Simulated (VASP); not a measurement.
# ReB3: relaxation of cell and atoms with PBE

ReB3:

```
Re B
1.0
     2.68627    0.00000    0.00000
     0.00000    2.68627    0.00000
     0.00000    0.00000    5.44402
Re B
1 3
Direct
  0.50000 0.50000 0.50000
  0.00000 0.00000 0.74742
  0.00000 0.00000 0.25258
  0.50000 0.50000 0.00000
```

The cell was generated, and may not be a known phase.

| Item | Value |
| --- | --- |
| Program | VASP 6.6.1 |
| Task | relaxation of cell and atoms |
| Functional | PBE |
| Potentials or basis | VASP PAW PBE potentials, release 64 (Re, B) |
| Cutoff | 600 eV |
| k mesh | 6 × 6 × 4 |
| Occupations | gaussian, width 0.1 eV |
| Spin | no spin polarisation |
| Dipole correction | no |
| Further INCAR settings | ALGO = Normal; EDIFF = 1e-06; IBRION = 2; EDIFFG = -0.04; NSW = 90; ISIF = 3 |

| Quantity | Value |
| --- | --- |
| Relaxed volume | 8.48 Å³/atom |
| Relaxed cell | a = 2.816 Å, b = 2.816 Å, c = 4.276 Å, α = 90.00°, β = 90.00°, γ = 90.00° |
| Space group after relaxing (to 0.1 Å) | P4/mmm (No. 123) |
| Energy gained by relaxing | 911.5 meV/atom |
| Ionic steps | 11 |
| Pressure after relaxing | 0.1 GPa |
| Largest force after relaxing | 0.016 eV/Å |
| Band gap on the k mesh | zero (bands 8 and 9 overlap by 2.90 eV) |

Forces on the atoms (eV/Å):
```
Re   0.000  0.000  0.000
B    0.000  0.000 -0.016
B    0.000  0.000  0.016
B    0.000  0.000  0.000
```

Stress tensor (GPa, compression positive):
```
0.00 0.00 0.00
0.00 0.00 0.00
0.00 0.00 0.18
```

The path:
```
step  energy change (eV)  largest force (eV/Å)  pressure (GPa)  volume (Å³)
   1              0.0000                0.9929          -16.05        39.28
   2             -2.8508                2.8634           13.44        33.39
   3             -2.9794                3.0103           26.25        32.35
   4             -2.7165                2.2650           10.74        35.14
   5             -3.3967                1.3771           10.91        33.69
   6             -3.5261                0.6439          -15.26        35.87
   7             -3.5607                0.9064           -8.27        35.19
   8             -3.6428                0.0677           -2.95        34.25
   9             -3.6443                0.0778           -1.99        34.11
  10             -3.6448                0.0397            1.82        33.76
  11             -3.6460                0.0163            0.06        33.92
```

Final structure:
```
CELL_PARAMETERS angstrom
2.81641 0.00000 0.00000
0.00000 2.81641 0.00000
0.00000 0.00000 4.27590
ATOMIC_POSITIONS crystal
Re 0.50000 0.50000 0.50000
B 0.00000 0.00000 0.79449
B 0.00000 0.00000 0.20551
B 0.50000 0.50000 0.00000
```

Levels at points of the mesh, in eV from the Fermi level:
| k point | band 4 | band 5 | band 6 | band 7 | band 8 | band 9 | band 10 | band 11 | band 12 |
| --- | --- | --- | --- | --- | --- | --- | --- | --- | --- |
| (0.00, 0.00, 0.00) | -4.73 | -1.61 | -1.61 | -1.47 | -1.47 | -1.42 | 1.46 | 4.68 | 6.82 |
| (0.50, 0.00, 0.00) | -4.95 | -4.48 | -3.47 | -2.90 | 0.15 | 2.72 | 3.13 | 4.96 | 5.71 |
| (0.50, 0.50, 0.00) | -7.03 | -5.41 | -5.41 | -5.38 | -0.31 | 0.77 | 3.70 | 4.70 | 4.92 |
| (0.00, 0.00, 0.50) | -4.65 | -3.63 | -3.63 | 0.08 | 1.47 | 3.08 | 3.53 | 3.53 | 3.88 |
| (0.50, 0.00, 0.50) | -6.97 | -4.42 | -3.13 | -2.46 | -0.99 | 2.07 | 3.78 | 5.75 | 5.83 |
| (0.50, 0.50, 0.50) | -6.92 | -4.76 | -4.20 | -1.78 | -1.78 | 1.19 | 1.19 | 2.46 | 3.70 |

Wall time 2 min on 1 thread of Intel(R) Xeon(R) Platinum 8375C CPU @ 2.90GHz (Ice Lake), on a shared host, peak memory 0.19 GiB.

Caveat: the k points lie up to 0.37 Å⁻¹ apart in the final cell, too coarse for converged energies and pressures of a metal; a cell axis changed by over 15 % at a fixed basis, so the end point is rough; spin-orbit coupling is left out, which moves the levels of the heavy elements.
